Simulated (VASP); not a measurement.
# Co (P6_3/mmc) in VASP: relaxation of cell and atoms with PBE

Aim: the relaxation of cell and atoms of Co with PBE.

All numbers are computed with VASP 6.6.1; they aren't measurements. Logs are shortened: lines on timing, memory, paths and dates and some standing lists are left out, and cuts for length are marked.

## Step 1: The cell of the first run

It takes space group P6_3/mmc (No. 194, hexagonal). Conventional cell: a = 2.506 Å, b = 2.506 Å, c = 4.092 Å, α = 90.00°, β = 90.00°, γ = 120.00°. Within 3.3 Å of Co (site symmetry -6m2) lie 12 Co at 2.51 Å.

## Step 2: Relaxation of cell and atoms, PBE, collinear spin, ferromagnetic start

File INCAR:

```
PREC = Accurate
ENCUT = 600
EDIFF = 1E-6
ISMEAR = 0
SIGMA = 0.1
LREAL = F
LASPH = T
NELM = 150
ALGO = Normal
ISIF = 3
LWAVE = F
LCHARG = F
ISPIN = 2
MAGMOM = 1.94 1.94
LORBIT = 11
LMAXMIX = 4
GGA = PE
IBRION = 2
NSW = 100
EDIFFG = -0.005
```

File KPOINTS:

```
Automatic mesh
0
Gamma
  18 18 10
```

File POSCAR:

```
Co
1.0
    2.5061280000      0.0000000000      0.0000000000
   -1.2530640000      2.1703700000      0.0000000000
    0.0000000000      0.0000000000      4.0924900000
Co
2
Direct
    0.0000000000      0.0000000000      0.0000000000
    0.3333333300      0.6666666700      0.5000000000
```

Potentials or basis: VASP PAW PBE potentials, release 64 (Co).

Launch:

```
$ cat potpaw_PBE.64/Co/POTCAR > POTCAR
$ mpirun -np 1 vasp_std > vasp.out
```

OUTCAR:

```text
PREC = Accurate
   ENCUT = 600
   EDIFF = 1E-6
   ISMEAR = 0
   LREAL = F
   LASPH = T
   NELM = 150
   ISIF = 3
   ISPIN = 2
   LORBIT = 11
   GGA = PE
   IBRION = 2
   NSW = 100
   EDIFFG = -0.005

 ion  position               nearest neighbor table
   1  0.000  0.000  0.000-   2 2.51   2 2.51   2 2.51   2 2.51   2 2.51   2 2.51
   2  0.333  0.667  0.500-   1 2.51   1 2.51   1 2.51   1 2.51   1 2.51   1 2.51

  LATTYP: Found a hexagonal cell.
 ALAT       =     2.5061280000
 C/A-ratio  =     1.6329932071

  Lattice vectors:

 A1 = (   2.5061280000,   0.0000000000,   0.0000000000)
 A2 = (  -1.2530640000,   2.1703700000,   0.0000000000)
 A3 = (   0.0000000000,   0.0000000000,   4.0924900000)

Analysis of symmetry for initial positions (statically):
=====================================================================
 Subroutine PRICEL returns:
 Original cell was already a primitive cell.

 Routine SETGRP: Setting up the symmetry group for a
 hexagonal supercell.

 Subroutine GETGRP returns: Found 24 space group operations
 (whereof 12 operations were pure point group operations)
 out of a pool of 24 trial point group operations.

The static configuration has the point symmetry D_3h.
 The point group associated with its full space group is D_6h.

Analysis of symmetry for dynamics (positions and initial velocities):
=====================================================================
 Subroutine PRICEL returns:
 Original cell was already a primitive cell.

 Routine SETGRP: Setting up the symmetry group for a
 hexagonal supercell.

 Subroutine GETGRP returns: Found 24 space group operations
 (whereof 12 operations were pure point group operations)
 out of a pool of 24 trial point group operations.

The dynamic configuration has the point symmetry D_3h.
 The point group associated with its full space group is D_6h.

Analysis of structural, dynamic, and magnetic symmetry:
=====================================================================
 Subroutine PRICEL returns:
 Original cell was already a primitive cell.

 Routine SETGRP: Setting up the symmetry group for a
 hexagonal supercell.

 Subroutine GETGRP returns: Found 24 space group operations
 (whereof 12 operations were pure point group operations)
 out of a pool of 24 trial point group operations.

The overall configuration has the point symmetry D_3h.
 The point group associated with its full space group is D_6h.

 Subroutine INISYM returns: Found 24 space group operations
 (whereof 12 operations are pure point group operations),
 and found     1 'primitive' translations

----------------------------------------------------------------------------------------

                                     Primitive cell

  volume of cell :      22.2600

  direct lattice vectors                    reciprocal lattice vectors
     2.506128000  0.000000000  0.000000000     0.399021917  0.230375466  0.000000000
    -1.253064000  2.170370000  0.000000000     0.000000000  0.460750932  0.000000000
     0.000000000  0.000000000  4.092490000     0.000000000  0.000000000  0.244350017

  length of vectors
     2.506128000  2.506127556  4.092490000     0.460750850  0.460750932  0.244350017

  position of ions in fractional coordinates (direct lattice)
     0.000000000  0.000000000  0.000000000
     0.333333330  0.666666670  0.500000000

  ion indices of the primitive-cell ions
   primitive index   ion index
                 1           1
                 2           2

----------------------------------------------------------------------------------------

 KPOINTS: Automatic mesh

Automatic generation of k-mesh.
 Grid dimensions read from file:
 generate k-points for:   18   18   10

 Generating k-lattice:

  Cartesian coordinates                     Fractional coordinates (reciprocal lattice)
     0.022167884  0.012798637  0.000000000     0.055555556  0.000000000  0.000000000
     0.000000000  0.025597274  0.000000000     0.000000000  0.055555556  0.000000000
     0.000000000  0.000000000  0.024435002     0.000000000  0.000000000  0.100000000

  Length of vectors
     0.025597269  0.025597274  0.024435002

  Shift w.r.t. Gamma in fractional coordinates (k-lattice)
     0.000000000  0.000000000  0.000000000

 Subroutine IBZKPT returns following result:
 ===========================================

 Found    222 irreducible k-points:

 Following reciprocal coordinates:
            Coordinates               Weight
  0.000000  0.000000  0.000000      1.000000
  0.055556 -0.000000  0.000000      6.000000
  0.111111 -0.000000  0.000000      6.000000
  0.166667 -0.000000  0.000000      6.000000
  0.222222 -0.000000  0.000000      6.000000
  0.277778  0.000000  0.000000      6.000000
[... 16 lines left out ...]
  0.333333  0.111111  0.000000     12.000000
  0.388889  0.111111  0.000000     12.000000
 [... further k-points ...]
   k-points           NKPTS =    222   k-points in BZ     NKDIM =    222   number of bands    NBANDS=     15
   number of dos      NEDOS =    301   number of ions     NIONS =      2
   total plane-waves  NPLWV =  14400
   dimension x,y,z NGX =    20 NGY =   20 NGZ =   36
   dimension x,y,z NGXF=    40 NGYF=   40 NGZF=   72
   ions per type =               2
   NGX,Y,Z   is equivalent  to a cutoff of  13.27, 13.27, 14.62 a.u.
   NGXF,Y,Z  is equivalent  to a cutoff of  26.53, 26.53, 29.25 a.u.
 SYSTEM =  unknown system
   PREC   = accura    normal or accurate (medium, high low for compatibility)
   ISTART =      0    job   : 0-new  1-cont  2-samecut
   ICHARG =      2    charge: 1-file 2-atom 10-const
   ISPIN  =      2    spin polarized calculation?
   LNONCOLLINEAR =      F non collinear calculations
   LSORBIT =      F    spin-orbit coupling
   LASPH  =      T    aspherical Exc in radial PAW
   ENCUT  =  600.0 eV  44.10 Ry    6.64 a.u.   5.01  5.01  8.17*2*pi/ulx,y,z
   NELM   =    150;   NELMIN=  2; NELMDL= -5     # of ELM steps
   EDIFF  = 0.1E-05   stopping-criterion for ELM
   LREAL  =      F    real-space projection
   EDIFFG = -.5E-02   stopping-criterion for IOM
   NSW    =    100    number of steps for IOM
   IBRION =      2    ionic relax: 0-MD 1-quasi-New 2-CG
   NFREE  =      1    steps in history (QN), initial steepest desc. (CG)
   ISIF   =      3    stress and relaxation
   ISYM   =      2    0-nonsym 1-usesym 2-fastsym
   POTIM  = 0.5000    time-step for ionic-motion
   TEBEG  =    0.0;   TEEND  =   0.0 temperature during run
   PSTRESS=    0.0 pullay stress
   NELECT =      18.0000    total number of electrons
   NUPDOWN=      -1.0000    fix difference up-down
   EMIN   =  10.00;   EMAX   =-10.00  energy-range for DOS
   EFERMI =   0.00;   METHOD = LEGACY
   ISMEAR =     0;   SIGMA  =   0.10  broadening in eV -4-tet -1-fermi 0-gaus
   EFERMI_NEDOS =   21; number of points for ismear=-14 and -15
   IALGO  =     38    algorithm
   IMIX   =      4    mixing-type and parameters
     AMIX     =   0.40;   BMIX     =  1.00
     AMIX_MAG =   1.60;   BMIX_MAG =  1.00
  volume/ion in A,a.u.               =      11.13        75.11
  Fermi-wavevector in a.u.,A,eV,Ry     =   1.525191  2.882192 31.649958  2.326206
  Thomas-Fermi vector in A             =   2.633395
   LORBIT       =     11    0 simple, 1 ext, 2 COOP (PROOUT), +10 PAW based schemes
   GGA     = PE    functional components
   LHFCALC =     F    Hartree Fock is set to
   AEXX    =    0.0000 exact exchange contribution
   IVDW    =     0    specifies the selected vdW correction
   LEPSILON=     F    determine dielectric tensor
   LRPA    =     F    only Hartree local field effects (RPA)
 conjugate gradient relaxation of ions
 spin polarized calculation
 Gauss-broadening in eV      SIGMA  =   0.10
  energy-cutoff  :      600.00
  volume of cell :       22.26
 maximum number of plane-waves:       766
 NGX is ok and might be reduce to    20
   NGX =  9   NGY =  9   NGZ = 17

--------------------------------------- Ionic step        1  -------------------------------------------

 number of electron      18.0000005 magnetization       3.2150579

 Free energy of the ion-electron system (eV)
  ---------------------------------------------------
  ext. energy  EPLUGINS =         0.00000000
  ---------------------------------------------------
  free energy    TOTEN  =       -14.06293274 eV

  energy without entropy =      -14.05416021  energy(sigma->0) =      -14.05854648

 E-fermi :   9.9079     XC(G=0): -13.2539

 val. band max:        9.9077956947   @ k =   0.2222   0.1111   0.4000
 cond. band min:       9.9105268780   @ k =   0.1667  -0.0000   0.2000
 fundamental gap:      0.0027311833
 Fermi energy:         9.9078713189

 spin component 1

 k-point     1 :       0.0000    0.0000    0.0000
  band No.  band energies     occupation
      1       1.1454      1.00000
      2       4.8866      1.00000
      3       7.2868      1.00000
      4       7.3563      1.00000
      5       7.3563      1.00000
      6       7.6439      1.00000
      7       7.6439      1.00000
      8       8.0044      1.00000
      9       8.0044      1.00000
     10       9.0251      1.00000
     11       9.0251      1.00000
     12       9.7417      0.99062
     13      15.8948      0.00000
     14      31.7924      0.00000
     15      34.1864      0.00000
[... 991 lines left out ...]
  energy  without entropy=      -14.0676961586  energy(sigma->0) =      -14.07190875

--------------------------------------- Ionic step        5  -------------------------------------------

 number of electron      17.9999999 magnetization       3.1848346

 Free energy of the ion-electron system (eV)
  ---------------------------------------------------
  ext. energy  EPLUGINS =         0.00000000
  ---------------------------------------------------
  free energy    TOTEN  =       -14.07612619 eV

  energy without entropy =      -14.06770455  energy(sigma->0) =      -14.07191537

 E-fermi :  10.3049     XC(G=0): -13.4253

 val. band max:       10.3032370009   @ k =   0.1111  -0.0000   0.2000
 cond. band min:      10.3077716763   @ k =   0.1111   0.0556   0.2000
 fundamental gap:      0.0045346754
 Fermi energy:        10.3048738109

 spin component 1

 k-point     1 :       0.0000    0.0000    0.0000
  band No.  band energies     occupation
      1       1.3829      1.00000
      2       5.1686      1.00000
      3       7.6975      1.00000
      4       7.7186      1.00000
      5       7.7186      1.00000
      6       8.0316      1.00000
      7       8.0316      1.00000
      8       8.3785      1.00000
      9       8.3785      1.00000
     10       9.4823      1.00000
     11       9.4823      1.00000
     12      10.2334      0.84395
     13      16.6942      0.00000
     14      32.3248      0.00000
     15      34.9254      0.00000
[... 879 lines left out ...]
  FREE ENERGIE OF THE ION-ELECTRON SYSTEM (eV)
  ---------------------------------------------------
  free  energy   TOTEN  =       -14.0761261854 eV

  energy  without entropy=      -14.0677045481  energy(sigma->0) =      -14.07191537

 reached required accuracy - stopping structural energy minimisation

 total charge

# of ion       s       p       d       tot
------------------------------------------
    1        0.490   0.524   7.267   8.280
    2        0.490   0.524   7.267   8.280
--------------------------------------------------
tot          0.979   1.048  14.533  16.560

 magnetization (x)

# of ion       s       p       d       tot
------------------------------------------
    1       -0.015  -0.056   1.684   1.613
    2       -0.015  -0.056   1.684   1.613
--------------------------------------------------
tot         -0.031  -0.112   3.369   3.226
```

Wall time 20 min (1 thread of Intel Xeon 8259CL, shared host); peak memory 0.23 GiB.

What came out:

```yaml
Free_energy: -14.0761 eV
Relaxed_volume: 10.81 Å³/atom
Relaxed_cell: a = 2.490 Å, b = 2.490 Å, c = 4.028 Å, α = 90.00°, β = 90.00°, γ = 120.00°
Space_group_after_relaxing_to_0.1_Å: P6_3/mmc (No. 194)
Energy_gained_by_relaxing: 6.6 meV/atom
Ionic_steps: 5
Pressure_after_relaxing: 0.0 GPa
Net_moment: 3.18 μB per cell
Site_moments: Co +1.61 μB
Valence_electrons_inside_the_program's_atomic_spheres: Co 8.28
```

Step by step:
```
step  energy change (eV)  largest force (eV/Å)  pressure (GPa)  volume (Å³)
   1              0.0000                0.0000           -5.89        22.26
   2              0.0010                0.0000            7.17        20.97
   3             -0.0128                0.0000            0.14        21.61
   4             -0.0132                0.0000            0.01        21.62
   5             -0.0132                0.0000            0.03        21.62
```

Final structure:
```cif
data_structure
_symmetry_space_group_name_H-M 'P 1'
_symmetry_Int_Tables_number 1
_cell_length_a 2.4896
_cell_length_b 2.4896
_cell_length_c 4.0276
_cell_angle_alpha 90.000
_cell_angle_beta 90.000
_cell_angle_gamma 120.000
_cell_volume 21.62
loop_
_atom_site_label
_atom_site_type_symbol
_atom_site_fract_x
_atom_site_fract_y
_atom_site_fract_z
_atom_site_occupancy
Co1 Co 0.00000 0.00000 0.00000 1
Co2 Co 0.33333 0.66667 0.50000 1
```
